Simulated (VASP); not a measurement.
Runs of VASP 6.6.1 on I. The structure is that of space group P6_3/mmc (No. 194), or close to it. The cells are those of the table. 

```csv
task,cell,k mesh for the DOS,occupations for the DOS,gap on the mesh (eV),pressure (GPa)
single point,"a = 2.967, b = 2.967, c = 5.080 Å, angles 90.0, 90.0, 120.0°, 2 atoms",-,-,none,66.0
single point,"a = 3.809, b = 3.809, c = 4.931 Å, angles 90.0, 90.0, 120.0°, 2 atoms",-,-,none,(b)
single point,"a = 3.134, b = 3.134, c = 5.464 Å, angles 90.0, 90.0, 120.0°, 2 atoms",-,-,none,29.7
single point,"a = 2.758, b = 2.758, c = 4.703 Å, angles 90.0, 90.0, 120.0°, 2 atoms",-,-,none,(a)
single point,"a = 3.566, b = 3.566, c = 4.922 Å, angles 90.0, 90.0, 120.0°, 2 atoms",-,-,none,14.7
```

Alike in all rows: level PBE; potentials or basis VASP PAW PBE potentials, release 64 (I); no spin polarisation; k mesh 12 × 12 × 7; cutoff (eV) 520; smearing fermi-dirac 0.08 eV.

Q: Estimate the missing entries.

A: (a) 154.5; (b) 6.5.

Caveats: spin-orbit coupling is left out, which moves the levels of the heavy elements.

A k mesh can miss the band edges, and the runs leave out spin-orbit coupling on I.

A gap of «none» marks levels without a gap at the run's occupations.
